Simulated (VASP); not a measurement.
# V in VASP: further runs

Runs on V. Level: PBE. Tasks: single point.

Program: VASP 6.6.1. These are calculated values, not measurements. Logs are shortened: lines on timing, memory, paths and dates and some standing lists are left out, and cuts for length are marked.

## (1) The cell of the first run

The cell holds a wire or tube with vacuum around it, 6 atoms: a = 11.100 Å, b = 12.300 Å, c = 4.239 Å, α = 90.00°, β = 90.00°, γ = 90.00°.

## (2) Single point, PBE

INCAR

```
ALGO = Normal ; EDIFF = 1E-6
ENCUT = 520 ; GGA = PE
ISIF = 2 ; ISMEAR = 0
LASPH = T ; LCHARG = F
LREAL = F ; LWAVE = F
NBANDS = 48 ; NELM = 60
PREC = Accurate ; SIGMA = 0.05
```

KPOINTS

```
k-points
0
Gamma
  1 1 8
```

POSCAR

```
V
1.0
   11.1000000000      0.0000000000      0.0000000000
    0.0000000000     12.3000000000      0.0000000000
    0.0000000000      0.0000000000      4.2387110221
V
6
Direct
    0.5954664645      0.5000000000      0.0000000000
    0.4045335355      0.5000000000      0.5000000000
    0.4045335355      0.6218382645      0.0000000000
    0.4045335355      0.3781617355      0.0000000000
    0.5954664645      0.6218382645      0.5000000000
    0.5954664645      0.3781617355      0.5000000000
```

Potentials or basis: VASP PAW PBE potentials, release 64 (V_sv).

Started as:

```console
cat potpaw_PBE.64/V_sv/POTCAR > POTCAR
mpirun -np 1 vasp_std > vasp.out
```

OUTCAR:

```text
EDIFF = 1E-6
   ENCUT = 520
   GGA = PE
   ISIF = 2
   ISMEAR = 0
   LASPH = T
   LREAL = F
   NELM = 60
   PREC = Accurate

 ion  position               nearest neighbor table
   1  0.595  0.500  0.000-   5 2.60   6 2.60   5 2.60   6 2.60   3 2.60   4 2.60
   2  0.405  0.500  0.500-   3 2.60   4 2.60   3 2.60   4 2.60   5 2.60   6 2.60
   3  0.405  0.622  0.000-   2 2.60   2 2.60   1 2.60
   4  0.405  0.378  0.000-   2 2.60   2 2.60   1 2.60
   5  0.595  0.622  0.500-   1 2.60   1 2.60   2 2.60
   6  0.595  0.378  0.500-   1 2.60   1 2.60   2 2.60

  LATTYP: Found a simple orthorhombic cell.
 ALAT       =     4.2387110221
 B/A-ratio  =     2.6187206304
 C/A-ratio  =     2.9018255634

  Lattice vectors:

 A1 = (   0.0000000000,   0.0000000000,   4.2387110221)
 A2 = (  11.1000000000,   0.0000000000,   0.0000000000)
 A3 = (   0.0000000000,  12.3000000000,   0.0000000000)

Analysis of symmetry for initial positions (statically):
=====================================================================
 Subroutine PRICEL returns:
 Original cell was already a primitive cell.

 Routine SETGRP: Setting up the symmetry group for a
 simple orthorhombic supercell.

 Subroutine GETGRP returns: Found  8 space group operations
 (whereof  4 operations were pure point group operations)
 out of a pool of  8 trial point group operations.

The static configuration has the point symmetry C_2v.
 The point group associated with its full space group is D_2h.

Analysis of symmetry for dynamics (positions and initial velocities):
=====================================================================
 Subroutine PRICEL returns:
 Original cell was already a primitive cell.

 Routine SETGRP: Setting up the symmetry group for a
 simple orthorhombic supercell.

 Subroutine GETGRP returns: Found  8 space group operations
 (whereof  4 operations were pure point group operations)
 out of a pool of  8 trial point group operations.

The dynamic configuration has the point symmetry C_2v.
 The point group associated with its full space group is D_2h.

 Subroutine INISYM returns: Found  8 space group operations
 (whereof  4 operations are pure point group operations),
 and found     1 'primitive' translations

----------------------------------------------------------------------------------------

                                     Primitive cell

  volume of cell :     578.7112

  direct lattice vectors                    reciprocal lattice vectors
    11.100000000  0.000000000  0.000000000     0.090090090  0.000000000  0.000000000
     0.000000000 12.300000000  0.000000000     0.000000000  0.081300813  0.000000000
     0.000000000  0.000000000  4.238711022     0.000000000  0.000000000  0.235920778

  length of vectors
    11.100000000 12.300000000  4.238711022     0.090090090  0.081300813  0.235920778

  position of ions in fractional coordinates (direct lattice)
     0.595466464  0.500000000  0.000000000
     0.404533536  0.500000000  0.500000000
     0.404533536  0.621838264  0.000000000
     0.404533536  0.378161736  0.000000000
     0.595466464  0.621838264  0.500000000
     0.595466464  0.378161736  0.500000000

  ion indices of the primitive-cell ions
   primitive index   ion index
                 1           1
                 2           2
                 3           3
                 4           4
                 5           5
                 6           6

----------------------------------------------------------------------------------------

 KPOINTS: k-points

Automatic generation of k-mesh.
 Grid dimensions read from file:
 generate k-points for:    1    1    8

 Generating k-lattice:

  Cartesian coordinates                     Fractional coordinates (reciprocal lattice)
     0.090090090  0.000000000  0.000000000     1.000000000  0.000000000  0.000000000
     0.000000000  0.081300813  0.000000000     0.000000000  1.000000000  0.000000000
     0.000000000  0.000000000  0.029490097     0.000000000  0.000000000  0.125000000

  Length of vectors
     0.090090090  0.081300813  0.029490097

  Shift w.r.t. Gamma in fractional coordinates (k-lattice)
     0.000000000  0.000000000  0.000000000

 Subroutine IBZKPT returns following result:
 ===========================================

 Found      5 irreducible k-points:

 Following reciprocal coordinates:
            Coordinates               Weight
  0.000000  0.000000  0.000000      1.000000
  0.000000  0.000000  0.125000      2.000000
  0.000000  0.000000  0.250000      2.000000
  0.000000  0.000000  0.375000      2.000000
  0.000000  0.000000  0.500000      1.000000
   k-points           NKPTS =      5   k-points in BZ     NKDIM =      5   number of bands    NBANDS=     48
   number of dos      NEDOS =    301   number of ions     NIONS =      6
   total plane-waves  NPLWV = 258048
   dimension x,y,z NGX =    84 NGY =   96 NGZ =   32
   dimension x,y,z NGXF=   168 NGYF=  192 NGZF=   64
   ions per type =               6
   NGX,Y,Z   is equivalent  to a cutoff of  12.58, 12.98, 12.55 a.u.
   NGXF,Y,Z  is equivalent  to a cutoff of  25.16, 25.95, 25.10 a.u.
 SYSTEM =  unknown system
   PREC   = accura    normal or accurate (medium, high low for compatibility)
   ISTART =      0    job   : 0-new  1-cont  2-samecut
   ICHARG =      2    charge: 1-file 2-atom 10-const
   ISPIN  =      1    spin polarized calculation?
   LNONCOLLINEAR =      F non collinear calculations
   LSORBIT =      F    spin-orbit coupling
   LASPH  =      T    aspherical Exc in radial PAW
   ENCUT  =  520.0 eV  38.22 Ry    6.18 a.u.  20.64 22.87  7.88*2*pi/ulx,y,z
   NELM   =     60;   NELMIN=  2; NELMDL= -5     # of ELM steps
   EDIFF  = 0.1E-05   stopping-criterion for ELM
   LREAL  =      F    real-space projection
[... 7 lines left out ...]
   TEBEG  =    0.0;   TEEND  =   0.0 temperature during run
   PSTRESS=    0.0 pullay stress
   NELECT =      78.0000    total number of electrons
   NUPDOWN=      -1.0000    fix difference up-down
   EMIN   =  10.00;   EMAX   =-10.00  energy-range for DOS
   EFERMI =   0.00;   METHOD = LEGACY
   ISMEAR =     0;   SIGMA  =   0.05  broadening in eV -4-tet -1-fermi 0-gaus
   EFERMI_NEDOS =   21; number of points for ismear=-14 and -15
   IALGO  =     38    algorithm
   IMIX   =      4    mixing-type and parameters
     AMIX     =   0.40;   BMIX     =  1.00
     AMIX_MAG =   1.60;   BMIX_MAG =  1.00
  volume/ion in A,a.u.               =      96.45       650.89
  Fermi-wavevector in a.u.,A,eV,Ry     =   0.839368  1.586175  9.585830  0.704539
  Thomas-Fermi vector in A             =   1.953575
   LORBIT       =      0    0 simple, 1 ext, 2 COOP (PROOUT), +10 PAW based schemes
   GGA     = PE    functional components
   LHFCALC =     F    Hartree Fock is set to
   AEXX    =    0.0000 exact exchange contribution
   IVDW    =     0    specifies the selected vdW correction
   LEPSILON=     F    determine dielectric tensor
   LRPA    =     F    only Hartree local field effects (RPA)
 non-spin polarized calculation
 Gauss-broadening in eV      SIGMA  =   0.05
  energy-cutoff  :      520.00
  volume of cell :      578.71
 maximum number of plane-waves:     15624
 NGX is ok and might be reduce to    84
   NGX = 41   NGY = 45   NGZ = 15

 number of electron      78.0000029 magnetization

 Free energy of the ion-electron system (eV)
  ---------------------------------------------------
  ext. energy  EPLUGINS =         0.00000000
  ---------------------------------------------------
  free energy    TOTEN  =       -41.21111782 eV

  energy without entropy =      -41.19887050  energy(sigma->0) =      -41.20499416

 E-fermi :  -1.2774     XC(G=0):  -3.5529

 val. band max:       -1.3114723084   @ k =   0.0000   0.0000   0.0000
 cond. band min:      -1.2256310502   @ k =   0.0000   0.0000   0.0000
 fundamental gap:      0.0858412582
 Fermi energy:        -1.2773994551

 k-point     1 :       0.0000    0.0000    0.0000
  band No.  band energies     occupation
      1     -65.5602      2.00000
      2     -65.5358      2.00000
      3     -65.5304      2.00000
      4     -65.5211      2.00000
      5     -65.1122      2.00000
      6     -65.1122      2.00000
[... 40 lines left out ...]
     47      -0.4532      0.00000
     48      -0.2330      0.00000

 k-point     2 :       0.0000    0.0000    0.1250
  band No.  band energies     occupation
      1     -65.5580      2.00000
      2     -65.5352      2.00000
      3     -65.5304      2.00000
      4     -65.5216      2.00000
      5     -65.1133      2.00000
      6     -65.1133      2.00000
[... 40 lines left out ...]
     47      -0.3902      0.00000
     48      -0.3596      0.00000

 k-point     3 :       0.0000    0.0000    0.2500
  band No.  band energies     occupation
      1     -65.5523      2.00000
      2     -65.5336      2.00000
      3     -65.5310      2.00000
      4     -65.5232      2.00000
      5     -65.1162      2.00000
      6     -65.1160      2.00000
[... 40 lines left out ...]
     47      -0.3299      0.00000
     48      -0.2183      0.00000

 k-point     4 :       0.0000    0.0000    0.3750
  band No.  band energies     occupation
      1     -65.5448      2.00000
      2     -65.5332      2.00000
      3     -65.5312      2.00000
      4     -65.5255      2.00000
      5     -65.1189      2.00000
      6     -65.1188      2.00000
[... 40 lines left out ...]
     47      -0.2912      0.00000
     48      -0.2843      0.00000

 k-point     5 :       0.0000    0.0000    0.5000
  band No.  band energies     occupation
      1     -65.5379      2.00000
      2     -65.5379      2.00000
      3     -65.5283      2.00000
      4     -65.5283      2.00000
      5     -65.1200      2.00000
      6     -65.1200      2.00000
[... 40 lines left out ...]
     47      -0.4723      0.00000
     48      -0.4723      0.00000

------------------------ aborting loop because EDIFF is reached ----------------------------------------

  FORCE on cell =-STRESS in cart. coord.  units (eV):
  Direction    XX          YY          ZZ          XY          YZ          ZX
  --------------------------------------------------------------------------------------
  -------------------------------------------------------------------------------------
  Total      -11.0560721    -12.6964203    -17.0591221      0.0000000      0.0000000      0.0000000
  in kB      -30.6090283    -35.1503758    -47.2286313      0.0000000      0.0000000      0.0000000
  external PRESSURE =     -37.6626785 kB  Pullay stress =       0.0000000 kB

 VOLUME and BASIS-vectors are now :
 -----------------------------------------------------------------------------
  energy-cutoff  :      520.00
  volume of cell :      578.71
      direct lattice vectors                 reciprocal lattice vectors
    11.100000000  0.000000000  0.000000000     0.090090090  0.000000000  0.000000000
     0.000000000 12.300000000  0.000000000     0.000000000  0.081300813  0.000000000
     0.000000000  0.000000000  4.238711022     0.000000000  0.000000000  0.235920778

 POSITION                                       TOTAL-FORCE (eV/Angst)
 -----------------------------------------------------------------------------------
      6.60968      6.15000      0.00000        -1.688792      0.000000      0.000000
      4.49032      6.15000      2.11936         1.688792      0.000000      0.000000
      4.49032      7.64861      0.00000         1.776663     -2.115804      0.000000
      4.49032      4.65139      0.00000         1.776663      2.115804      0.000000
      6.60968      7.64861      2.11936        -1.776663     -2.115804      0.000000
      6.60968      4.65139      2.11936        -1.776663      2.115804      0.000000
 -----------------------------------------------------------------------------------
    total drift:                                0.000000      0.000000      0.000000

  FREE ENERGIE OF THE ION-ELECTRON SYSTEM (eV)
  ---------------------------------------------------
  free  energy   TOTEN  =       -41.2111178154 eV

  energy  without entropy=      -41.1988704959  energy(sigma->0) =      -41.20499416
```

It took 5.3 min on 1 thread of Intel Xeon Platinum 8488C (Sapphire Rapids), shared host; peak memory 0.56 GiB.

Results:

```
Free energy            : -41.2111 eV
Largest force          : 2.763 eV/Å
Band gap on the k mesh : zero (bands 39 and 40 overlap by 0.24 eV)
```

Forces in eV/Å, atoms in the order of the input:
```
V   -1.689  0.000  0.000
V    1.689  0.000  0.000
V    1.777 -2.116  0.000
V    1.777  2.116  0.000
V   -1.777 -2.116  0.000
V   -1.777  2.116  0.000
```

Levels at points of the mesh, in eV from the Fermi level:
```csv
k point,band 35,band 36,band 37,band 38,band 39,band 40,band 41,band 42,band 43,band 44
"(0.00, 0.00, 0.00)",-0.70,-0.34,-0.33,-0.29,-0.15,-0.03,0.05,0.18,0.36,0.46
"(0.00, 0.00, 0.50)",-0.61,-0.61,-0.46,-0.46,-0.19,-0.19,0.53,0.53,0.61,0.61
```

## (3) Single point, PBE

This run uses another cell than the first one.

INCAR

```
SYSTEM = V
PREC = Accurate
ENCUT = 520
EDIFF = 1E-6
ISMEAR = 0
SIGMA = 0.05
LREAL = .False.
LASPH = .True.
NELM = 100
ALGO = Normal
ISIF = 2
LWAVE = .False.
LCHARG = .True.
GGA = PE
LELF = .True.
LVHAR = .True.
NBANDS = 48
```

KPOINTS

```
regular mesh
0
Gamma
  1 1 8
  0 0 0
```

POSCAR

```
V
1.0
   11.1000000000      0.0000000000      0.0000000000
    0.0000000000     12.3000000000      0.0000000000
    0.0000000000      0.0000000000      2.8390811358
V
6
Direct
    0.5906326949      0.5000000000      0.0000000000
    0.4093673051      0.5000000000      0.5000000000
    0.4203909932      0.6675212951      0.0000000000
    0.4203909932      0.3324787049      0.0000000000
    0.5796090068      0.6675212951      0.5000000000
    0.5796090068      0.3324787049      0.5000000000
```

Potentials or basis: VASP PAW PBE potentials, release 64 (V_sv).

Started as:

```console
cat potpaw_PBE.64/V_sv/POTCAR > POTCAR
mpirun -np 1 vasp_std > vasp.out
```

OUTCAR:

```text
SYSTEM = V
   PREC = Accurate
   ENCUT = 520
   EDIFF = 1E-6
   ISMEAR = 0
   LREAL = .False.
   LASPH = .True.
   NELM = 100
   ISIF = 2
   GGA = PE

 ion  position               nearest neighbor table
   1  0.591  0.500  0.000-   2 2.46   2 2.46   6 2.51   5 2.51   5 2.51   6 2.51   4 2.80   3 2.80

   2  0.409  0.500  0.500-   1 2.46   1 2.46   4 2.51   3 2.51   3 2.51   4 2.51   6 2.80   5 2.80

   3  0.420  0.668  0.000-   5 2.27   5 2.27   2 2.51   2 2.51   1 2.80
   4  0.420  0.332  0.000-   6 2.27   6 2.27   2 2.51   2 2.51   1 2.80
   5  0.580  0.668  0.500-   3 2.27   3 2.27   1 2.51   1 2.51   2 2.80
   6  0.580  0.332  0.500-   4 2.27   4 2.27   1 2.51   1 2.51   2 2.80

  LATTYP: Found a simple orthorhombic cell.
 ALAT       =     2.8390811358
 B/A-ratio  =     3.9097156682
 C/A-ratio  =     4.3323876324

  Lattice vectors:

 A1 = (   0.0000000000,   0.0000000000,   2.8390811358)
 A2 = (  11.1000000000,   0.0000000000,   0.0000000000)
 A3 = (   0.0000000000,  12.3000000000,   0.0000000000)

Analysis of symmetry for initial positions (statically):
=====================================================================
 Subroutine PRICEL returns:
 Original cell was already a primitive cell.

 Routine SETGRP: Setting up the symmetry group for a
 simple orthorhombic supercell.

 Subroutine GETGRP returns: Found  8 space group operations
 (whereof  4 operations were pure point group operations)
 out of a pool of  8 trial point group operations.

The static configuration has the point symmetry C_2v.
 The point group associated with its full space group is D_2h.

Analysis of symmetry for dynamics (positions and initial velocities):
=====================================================================
 Subroutine PRICEL returns:
 Original cell was already a primitive cell.

 Routine SETGRP: Setting up the symmetry group for a
[... 114 lines left out ...]
     AMIX     =   0.40;   BMIX     =  1.00
     AMIX_MAG =   1.60;   BMIX_MAG =  1.00
  volume/ion in A,a.u.               =      64.60       435.96
  Fermi-wavevector in a.u.,A,eV,Ry     =   0.959337  1.812884 12.521808  0.920327
  Thomas-Fermi vector in A             =   2.088524
   LORBIT       =      0    0 simple, 1 ext, 2 COOP (PROOUT), +10 PAW based schemes
   GGA     = PE    functional components
   LHFCALC =     F    Hartree Fock is set to
   AEXX    =    0.0000 exact exchange contribution
   IVDW    =     0    specifies the selected vdW correction
   LEPSILON=     F    determine dielectric tensor
   LRPA    =     F    only Hartree local field effects (RPA)
 non-spin polarized calculation
 Gauss-broadening in eV      SIGMA  =   0.05
  energy-cutoff  :      520.00
  volume of cell :      387.62
 maximum number of plane-waves:     10471
 NGX is ok and might be reduce to    84
   NGX = 41   NGY = 45   NGZ = 11

 number of electron      77.9999979 magnetization

 Free energy of the ion-electron system (eV)
  ---------------------------------------------------
  ext. energy  EPLUGINS =         0.00000000
  ---------------------------------------------------
  free energy    TOTEN  =       -45.49448949 eV

  energy without entropy =      -45.48732905  energy(sigma->0) =      -45.49090927

 E-fermi :  -0.5590     XC(G=0):  -4.3021

 val. band max:       -0.5591220618   @ k =   0.0000   0.0000   0.3750
 cond. band min:      -0.4288219479   @ k =   0.0000   0.0000   0.3750
 fundamental gap:      0.1303001139
 Fermi energy:        -0.5589985314

 k-point     1 :       0.0000    0.0000    0.0000
  band No.  band energies     occupation
      1     -64.5914      2.00000
      2     -64.4502      2.00000
      3     -64.3889      2.00000
      4     -64.3770      2.00000
      5     -64.1014      2.00000
      6     -64.0814      2.00000
[... 244 lines left out ...]
     47       1.2767      0.00000
     48       1.2767      0.00000

------------------------ aborting loop because EDIFF is reached ----------------------------------------

  FORCE on cell =-STRESS in cart. coord.  units (eV):
  Direction    XX          YY          ZZ          XY          YZ          ZX
  --------------------------------------------------------------------------------------
  -------------------------------------------------------------------------------------
  Total        0.4318056      0.0552474      0.3618295      0.0000000      0.0000000      0.0000000
  in kB        1.7848139      0.2283581      1.4955764      0.0000000      0.0000000      0.0000000
  external PRESSURE =       1.1695828 kB  Pullay stress =       0.0000000 kB

 VOLUME and BASIS-vectors are now :
 -----------------------------------------------------------------------------
  energy-cutoff  :      520.00
  volume of cell :      387.62
      direct lattice vectors                 reciprocal lattice vectors
    11.100000000  0.000000000  0.000000000     0.090090090  0.000000000  0.000000000
     0.000000000 12.300000000  0.000000000     0.000000000  0.081300813  0.000000000
     0.000000000  0.000000000  2.839081136     0.000000000  0.000000000  0.352226637

 POSITION                                       TOTAL-FORCE (eV/Angst)
 -----------------------------------------------------------------------------------
      6.55602      6.15000      0.00000         0.025025      0.000000      0.000000
      4.54398      6.15000      1.41954        -0.025025      0.000000      0.000000
      4.66634      8.21051      0.00000        -0.104095      0.014185      0.000000
      4.66634      4.08949      0.00000        -0.104095     -0.014185      0.000000
      6.43366      8.21051      1.41954         0.104095      0.014185      0.000000
      6.43366      4.08949      1.41954         0.104095     -0.014185     -0.000000
 -----------------------------------------------------------------------------------
    total drift:                               -0.000000      0.000000      0.000000

  FREE ENERGIE OF THE ION-ELECTRON SYSTEM (eV)
  ---------------------------------------------------
  free  energy   TOTEN  =       -45.4944894923 eV

  energy  without entropy=      -45.4873290548  energy(sigma->0) =      -45.49090927
```

Wall time 3.5 min (1 thread of Intel Xeon Platinum 8488C (Sapphire Rapids), shared host); peak memory 0.44 GiB.

Results:

| Quantity | Value |
| --- | --- |
| Free energy | -45.4945 eV |
| Largest force | 0.105 eV/Å |
| Band gap on the k mesh | zero (bands 39 and 40 overlap by 0.56 eV) |

Forces in eV/Å, atoms in the order of the input:
```
V    0.025  0.000  0.000
V   -0.025  0.000  0.000
V   -0.104  0.014  0.000
V   -0.104 -0.014  0.000
V    0.104  0.014  0.000
V    0.104 -0.014  0.000
```

The gap in the log of VASP goes by the Fermi energy; the results here count the filled bands.